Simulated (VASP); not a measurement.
# Se (P3_221) in VASP: further runs, part 2 of 2

VASP 6.6.1. Earlier steps stand in the parts before.

## 4. Single point, LDA (zz strain of -1 %)

Contents of INCAR:

```
ALGO = Normal ; EDIFF = 1E-6
ENCUT = 520 ; ISIF = 2
ISMEAR = -1 ; LASPH = True
LCHARG = False ; LREAL = False
LWAVE = False ; NBANDS = 16
NELM = 60 ; PREC = Accurate
SIGMA = 0.03
```

Contents of KPOINTS:

```
k-points
0
Gamma
  8 8 6
```

Contents of POSCAR:

```
Se
1.0
    4.3551696776      0.0000000000      0.0000000000
   -2.1775848388      3.7716875786      0.0000000000
    0.0000000000      0.0000000000      4.8999555000
Se
3
Direct
    0.2170000000      0.0000000000      0.1666666667
    0.0000000000      0.2170000000      0.8333333333
    0.7830000000      0.7830000000      0.5000000000
```

Potentials or basis: VASP PAW LDA potentials, release 64 (Se).

The run is started by

```console
$ cat potpaw_LDA.64/Se/POTCAR > POTCAR
$ mpirun -np 1 vasp_std > vasp.out
```

OUTCAR:

```text
EDIFF = 1E-6
   ENCUT = 520
   ISIF = 2
   ISMEAR = -1
   LASPH = True
   LREAL = False
   NELM = 60
   PREC = Accurate

 ion  position               nearest neighbor table
   1  0.217  0.000  0.167-   3 2.31   2 2.31
   2  0.000  0.217  0.833-   3 2.31   1 2.31
   3  0.783  0.783  0.500-   1 2.31   2 2.31

  LATTYP: Found a hexagonal cell.
 ALAT       =     4.3551696776
 C/A-ratio  =     1.1250894598

  Lattice vectors:

 A1 = (   4.3551696776,   0.0000000000,   0.0000000000)
 A2 = (  -2.1775848388,   3.7716875786,   0.0000000000)
 A3 = (   0.0000000000,   0.0000000000,   4.8999555000)

Analysis of symmetry for initial positions (statically):
=====================================================================
 Subroutine PRICEL returns:
 Original cell was already a primitive cell.

 Routine SETGRP: Setting up the symmetry group for a
 hexagonal supercell.

 Subroutine GETGRP returns: Found  6 space group operations
 (whereof  2 operations were pure point group operations)
 out of a pool of 24 trial point group operations.

The static configuration has the point symmetry C_2 .
 The point group associated with its full space group is D_3 .

Analysis of symmetry for dynamics (positions and initial velocities):
=====================================================================
 Subroutine PRICEL returns:
 Original cell was already a primitive cell.

 Routine SETGRP: Setting up the symmetry group for a
 hexagonal supercell.

 Subroutine GETGRP returns: Found  6 space group operations
 (whereof  2 operations were pure point group operations)
 out of a pool of 24 trial point group operations.

The dynamic configuration has the point symmetry C_2 .
 The point group associated with its full space group is D_3 .

 Subroutine INISYM returns: Found  6 space group operations
 (whereof  2 operations are pure point group operations),
 and found     1 'primitive' translations

----------------------------------------------------------------------------------------

                                     Primitive cell

  volume of cell :      80.4883

  direct lattice vectors                    reciprocal lattice vectors
     4.355169678  0.000000000  0.000000000     0.229612179  0.132566653  0.000000000
    -2.177584839  3.771687579  0.000000000     0.000000000  0.265133307  0.000000000
     0.000000000  0.000000000  4.899955500     0.000000000  0.000000000  0.204083486

  length of vectors
     4.355169678  4.355169678  4.899955500     0.265133307  0.265133307  0.204083486

  position of ions in fractional coordinates (direct lattice)
     0.217000000  0.000000000  0.166666667
     0.000000000  0.217000000  0.833333333
     0.783000000  0.783000000  0.500000000

  ion indices of the primitive-cell ions
   primitive index   ion index
                 1           1
                 2           2
                 3           3

----------------------------------------------------------------------------------------

 KPOINTS: k-points

Automatic generation of k-mesh.
 Grid dimensions read from file:
 generate k-points for:    8    8    6

 Generating k-lattice:

  Cartesian coordinates                     Fractional coordinates (reciprocal lattice)
     0.028701522  0.016570832  0.000000000     0.125000000  0.000000000  0.000000000
     0.000000000  0.033141663  0.000000000     0.000000000  0.125000000  0.000000000
     0.000000000  0.000000000  0.034013914     0.000000000  0.000000000  0.166666667

  Length of vectors
     0.033141663  0.033141663  0.034013914

  Shift w.r.t. Gamma in fractional coordinates (k-lattice)
     0.000000000  0.000000000  0.000000000

 Subroutine IBZKPT returns following result:
 ===========================================

 Found     50 irreducible k-points:

 Following reciprocal coordinates:
            Coordinates               Weight
  0.000000  0.000000  0.000000      1.000000
  0.125000  0.000000  0.000000      6.000000
  0.250000  0.000000  0.000000      6.000000
  0.375000  0.000000  0.000000      6.000000
  0.500000  0.000000  0.000000      3.000000
  0.125000  0.125000  0.000000      6.000000
[... 16 lines left out ...]
 -0.125000  0.500000  0.166667     12.000000
  0.250000  0.250000  0.166667     12.000000
 [... further k-points ...]
   k-points           NKPTS =     50   k-points in BZ     NKDIM =     50   number of bands    NBANDS=     16
   number of dos      NEDOS =    301   number of ions     NIONS =      3
   total plane-waves  NPLWV =  36864
   dimension x,y,z NGX =    32 NGY =   32 NGZ =   36
   dimension x,y,z NGXF=    64 NGYF=   64 NGZF=   72
   ions per type =               3
   NGX,Y,Z   is equivalent  to a cutoff of  12.22, 12.22, 12.21 a.u.
   NGXF,Y,Z  is equivalent  to a cutoff of  24.43, 24.43, 24.43 a.u.
 SYSTEM =  unknown system
   PREC   = accura    normal or accurate (medium, high low for compatibility)
   ISTART =      0    job   : 0-new  1-cont  2-samecut
   ICHARG =      2    charge: 1-file 2-atom 10-const
   ISPIN  =      1    spin polarized calculation?
   LNONCOLLINEAR =      F non collinear calculations
   LSORBIT =      F    spin-orbit coupling
   LASPH  =      T    aspherical Exc in radial PAW
   ENCUT  =  520.0 eV  38.22 Ry    6.18 a.u.   8.10  8.10  9.11*2*pi/ulx,y,z
   NELM   =     60;   NELMIN=  2; NELMDL= -5     # of ELM steps
   EDIFF  = 0.1E-05   stopping-criterion for ELM
   LREAL  =      F    real-space projection
   EDIFFG = 0.1E-04   stopping-criterion for IOM
   NSW    =      0    number of steps for IOM
   IBRION =     -1    ionic relax: 0-MD 1-quasi-New 2-CG
   NFREE  =      0    steps in history (QN), initial steepest desc. (CG)
   ISIF   =      2    stress and relaxation
   ISYM   =      2    0-nonsym 1-usesym 2-fastsym
   POTIM  = 0.5000    time-step for ionic-motion
   TEBEG  =    0.0;   TEEND  =   0.0 temperature during run
   PSTRESS=    0.0 pullay stress
   NELECT =      18.0000    total number of electrons
   NUPDOWN=      -1.0000    fix difference up-down
   EMIN   =  10.00;   EMAX   =-10.00  energy-range for DOS
   EFERMI =   0.00;   METHOD = LEGACY
   ISMEAR =    -1;   SIGMA  =   0.03  broadening in eV -4-tet -1-fermi 0-gaus
   EFERMI_NEDOS =   21; number of points for ismear=-14 and -15
   IALGO  =     38    algorithm
   IMIX   =      4    mixing-type and parameters
     AMIX     =   0.40;   BMIX     =  1.00
     AMIX_MAG =   1.60;   BMIX_MAG =  1.00
  volume/ion in A,a.u.               =      26.83       181.05
  Fermi-wavevector in a.u.,A,eV,Ry     =   0.993699  1.877818 13.434896  0.987437
  Thomas-Fermi vector in A             =   2.125599
   LORBIT       =      0    0 simple, 1 ext, 2 COOP (PROOUT), +10 PAW based schemes
   GGA     = CA    functional components
   LHFCALC =     F    Hartree Fock is set to
   AEXX    =    0.0000 exact exchange contribution
   IVDW    =     0    specifies the selected vdW correction
   LEPSILON=     F    determine dielectric tensor
   LRPA    =     F    only Hartree local field effects (RPA)
 non-spin polarized calculation
  energy-cutoff  :      520.00
  volume of cell :       80.49
 maximum number of plane-waves:      2186
   NGX = 17   NGY = 17   NGZ = 19

 number of electron      18.0000000 magnetization

 Free energy of the ion-electron system (eV)
  ---------------------------------------------------
  ext. energy  EPLUGINS =         0.00000000
  ---------------------------------------------------
  free energy    TOTEN  =       -12.23781540 eV

  energy without entropy =      -12.23781540  energy(sigma->0) =      -12.23781540

 E-fermi :   3.4060     XC(G=0):  -9.2167

 val. band max:        2.8697364438   @ k =   0.5000   0.0000   0.5000
 cond. band min:       3.9566264420   @ k =   0.3750   0.2500   0.5000
 fundamental gap:      1.0868899983
 Fermi energy:         3.4059845378

 k-point     1 :       0.0000    0.0000    0.0000
  band No.  band energies     occupation
      1     -13.4376      2.00000
      2      -9.0335      2.00000
      3      -9.0335      2.00000
      4      -1.2066      2.00000
      5      -1.2066      2.00000
      6      -1.0624      2.00000
[... 8 lines left out ...]
     15       9.0439      0.00000
     16      11.1299      0.00000
[... 419 lines left out ...]
 k-point    24 :       0.2500    0.2500    0.1667
  band No.  band energies     occupation
      1     -12.8755      2.00000
      2     -10.1683      2.00000
      3      -8.3931      2.00000
      4      -2.6503      2.00000
      5      -2.3498      2.00000
      6      -0.6145      2.00000
[... 8 lines left out ...]
     15      11.3427      0.00000
     16      12.2750      0.00000

 [... further k-points ...]

------------------------ aborting loop because EDIFF is reached ----------------------------------------

  FORCE on cell =-STRESS in cart. coord.  units (eV):
  Direction    XX          YY          ZZ          XY          YZ          ZX
  --------------------------------------------------------------------------------------
  -------------------------------------------------------------------------------------
  Total        0.7657207      0.7657207      2.3484249      0.0000000     -0.0000000      0.0000000
  in kB       15.2422140     15.2422140     46.7470622      0.0000000     -0.0000000      0.0000000
  external PRESSURE =      25.7438301 kB  Pullay stress =       0.0000000 kB

 VOLUME and BASIS-vectors are now :
 -----------------------------------------------------------------------------
  energy-cutoff  :      520.00
  volume of cell :       80.49
      direct lattice vectors                 reciprocal lattice vectors
     4.355169678  0.000000000  0.000000000     0.229612179  0.132566653  0.000000000
    -2.177584839  3.771687579  0.000000000     0.000000000  0.265133307  0.000000000
     0.000000000  0.000000000  4.899955500     0.000000000  0.000000000  0.204083486

 POSITION                                       TOTAL-FORCE (eV/Angst)
 -----------------------------------------------------------------------------------
      0.94507      0.00000      0.81666         1.131523     -0.000000     -0.000000
     -0.47254      0.81846      4.08330        -0.565761      0.979928      0.000000
      1.70505      2.95323      2.44998        -0.565761     -0.979928      0.000000
 -----------------------------------------------------------------------------------
    total drift:                                0.000000      0.000000     -0.000000

  FREE ENERGIE OF THE ION-ELECTRON SYSTEM (eV)
  ---------------------------------------------------
  free  energy   TOTEN  =       -12.2378154038 eV

  energy  without entropy=      -12.2378154035  energy(sigma->0) =      -12.23781540
```

OSZICAR:

```text
N       E                     dE             d eps       ncg     rms          rms(c)
DAV:   1     0.791719574127E+02    0.79172E+02   -0.72302E+03  1600   0.937E+02
DAV:   2    -0.719420339840E+01   -0.86366E+02   -0.82015E+02  2128   0.152E+02
DAV:   3    -0.123334402383E+02   -0.51392E+01   -0.51217E+01  1984   0.427E+01
DAV:   4    -0.123706837903E+02   -0.37244E-01   -0.37235E-01  2080   0.428E+00
DAV:   5    -0.123709510478E+02   -0.26726E-03   -0.26725E-03  2056   0.355E-01    0.808E+00
DAV:   6    -0.122756900473E+02    0.95261E-01   -0.43135E-02  1936   0.120E+00    0.495E+00
DAV:   7    -0.122388536358E+02    0.36836E-01   -0.81948E-02  1824   0.160E+00    0.212E-01
DAV:   8    -0.122377894487E+02    0.10642E-02   -0.86752E-03  1832   0.568E-01    0.104E-01
DAV:   9    -0.122378129073E+02   -0.23459E-04   -0.30648E-04  2192   0.104E-01    0.317E-02
DAV:  10    -0.122378148907E+02   -0.19834E-05   -0.14955E-05  1992   0.242E-02    0.635E-03
DAV:  11    -0.122378154038E+02   -0.51315E-06   -0.25246E-06  1864   0.919E-03
   1 F= -.12237815E+02 E0= -.12237815E+02  d E =-.383143E-09
```

stdout:

```text
POSCAR found type information on POSCAR Se
 POSCAR found :  1 types and       3 ions
 scaLAPACK will be used
 LDA part: xc-table for (Slater(with rela. corr.)+CA(PZ))
 , standard interpolation
 POSCAR, INCAR and KPOINTS ok, starting setup
 FFT: planning ... GRIDC
 FFT: planning ... GRID_SOFT
 FFT: planning ... GRID
 WAVECAR not read
 entering main loop
```

Wall time 51 s (1 thread of Intel Xeon 8259CL, shared host); peak memory 0.18 GiB.

Results:

| Property | Result |
| --- | --- |
| Free energy | -12.2378 eV |
| Pressure | 2.6 GPa |
| Largest force | 1.132 eV/Å |
| Band gap on the k mesh | 1.09 eV (least direct gap 1.17 eV) |

Forces in eV/Å, atoms in the order of the input:
```
Se   1.132  0.000  0.000
Se  -0.566  0.980  0.000
Se  -0.566 -0.980  0.000
```

Caveat: the cell differs from its parent crystal (zz strain of -1 %); forces of over 1 eV/Å act on the atoms, so gaps and moduli don't describe the material at rest.

## 5. Single point, LDA (zz strain of +1 %)

Contents of INCAR:

```
PREC = Accurate ; ENCUT = 520
EDIFF = 1E-7 ; ISMEAR = -1
SIGMA = 0.03 ; LREAL = F
LASPH = T ; NELM = 60
ALGO = Normal ; ISIF = 2
LWAVE = F ; LCHARG = T
LELF = T ; LVHAR = T
NBANDS = 16
```

Contents of KPOINTS:

```
regular mesh
0
Gamma
  8 8 6
```

Edit POSCAR of step 4 so:

```diff
@@ -4,3 +4,3 @@
    -2.1775848388      3.7716875786      0.0000000000
-    0.0000000000      0.0000000000      4.8999555000
+    0.0000000000      0.0000000000      4.9989445000
 Se
```

The run is started by

```console
$ cat potpaw_LDA.64/Se/POTCAR > POTCAR
$ mpirun -np 1 vasp_std > vasp.out
```

Run time: 65 s. Hardware: 1 thread of Intel Xeon 8259CL, shared host; peak memory 0.19 GiB.

Results (log left out):

```
Free energy            : -12.2701 eV
Pressure               : 0.8 GPa
Largest force          : 0.832 eV/Å
Band gap on the k mesh : 0.94 eV (least direct gap 0.98 eV)
```

Forces on the atoms (eV/Å):
```
Se   0.832  0.000  0.000
Se  -0.416  0.721  0.000
Se  -0.416 -0.721  0.000
```

Stress tensor (GPa, compression positive):
```
0.26 0.00 0.00
0.00 0.26 0.00
0.00 0.00 1.74
```

Levels at points of the mesh, in eV from the valence-band top:
```tsv
k point	band 6	band 7	band 8	band 9	band 10	band 11	band 12	band 13
(0.00, 0.00, 0.00)	-3.72	-2.10	-2.10	-0.36	1.93	1.93	2.40	5.73
(0.50, 0.00, 0.00)	-3.39	-2.96	-1.92	-1.03	1.95	2.51	4.23	5.23
(0.00, 0.00, 0.50)	-3.41	-1.51	-1.51	-1.19	1.19	1.34	1.34	6.03
(0.50, 0.00, 0.50)	-4.30	-1.84	-1.43	0.00	1.40	2.75	3.06	6.04
```

Caveat: the cell differs from its parent crystal (zz strain of +1 %).

## 6. Single point, LDA (zz strain of +2 %)

Contents of INCAR:

```
ALGO = Normal
EDIFF = 1E-6
ENCUT = 520
ISIF = 2
ISMEAR = -1
LASPH = T
LCHARG = F
LREAL = F
LWAVE = F
NBANDS = 16
NELM = 80
PREC = Accurate
SIGMA = 0.03
```

Contents of KPOINTS:

```
k-points
0
Gamma
  8 8 6
```

Edit POSCAR of step 5 so:

```diff
@@ -4,3 +4,3 @@
    -2.1775848388      3.7716875786      0.0000000000
-    0.0000000000      0.0000000000      4.9989445000
+    0.0000000000      0.0000000000      5.0484390000
 Se
```

Potentials or basis: VASP PAW LDA potentials, release 64 (Se).

The run is started by

```console
$ cat potpaw_LDA.64/Se/POTCAR > POTCAR
$ mpirun -np 1 vasp_std > vasp.out
```

Run time: 58 s. Hardware: 1 thread of Intel Xeon 8259CL, shared host; peak memory 0.19 GiB.

It converged, with:

- Free energy: -12.2755 eV
- Pressure: -0.1 GPa
- Largest force: 0.696 eV/Å
- Band gap on the k mesh: 0.88 eV (least direct gap 0.90 eV)

Forces on the atoms (eV/Å):
```
Se   0.696  0.000  0.000
Se  -0.348  0.603  0.000
Se  -0.348 -0.603  0.000
```

Stress tensor (GPa, compression positive):
```
-0.32  0.00  0.00
 0.00 -0.32  0.00
 0.00  0.00  0.38
```

Levels at points of the mesh, in eV from the valence-band top:
```csv
k point,band 7,band 8,band 9,band 10,band 11,band 12
"(0.00, 0.00, 0.00)",-2.02,-2.02,-0.32,1.90,1.90,2.44
"(0.50, 0.00, 0.00)",-2.93,-1.86,-1.00,1.94,2.50,4.19
"(0.00, 0.00, 0.50)",-1.43,-1.43,-1.18,1.17,1.37,1.37
"(0.50, 0.00, 0.50)",-1.79,-1.41,0.00,1.33,2.78,3.02
```

Caveat: the cell differs from its parent crystal (zz strain of +2 %). A k mesh can miss the band edges.

## 7. Summary

| cell | gap on the mesh (eV) | pressure (GPa) | largest force (eV/Å) |
| --- | --- | --- | --- |
| a = 4.355, b = 4.355, c = 4.801 Å, angles 90.0, 90.0, 120.0°, 3 atoms | 1.17 | 4.6 | 1.47 |
| a = 4.355, b = 4.355, c = 4.850 Å, angles 90.0, 90.0, 120.0°, 3 atoms | 1.16 | 3.6 | 1.30 |
| a = 4.355, b = 4.355, c = 4.900 Å, angles 90.0, 90.0, 120.0°, 3 atoms | 1.09 | 2.6 | 1.13 |
| a = 4.355, b = 4.355, c = 4.999 Å, angles 90.0, 90.0, 120.0°, 3 atoms | 0.94 | 0.8 | 0.83 |
| a = 4.355, b = 4.355, c = 5.048 Å, angles 90.0, 90.0, 120.0°, 3 atoms | 0.88 | -0.1 | 0.70 |

Alike in all rows: task single point; level LDA; potentials or basis VASP PAW LDA potentials, release 64 (Se); no spin polarisation; k mesh 8 × 8 × 6; cutoff (eV) 520; smearing fermi-dirac 0.03 eV.

Caveats: forces of over 1 eV/Å act on the atoms, so gaps and moduli don't describe the material at rest (at least some runs); the cell stands under pressure (at least some runs).

Absolute energies hang on the potentials; compare differences alone.
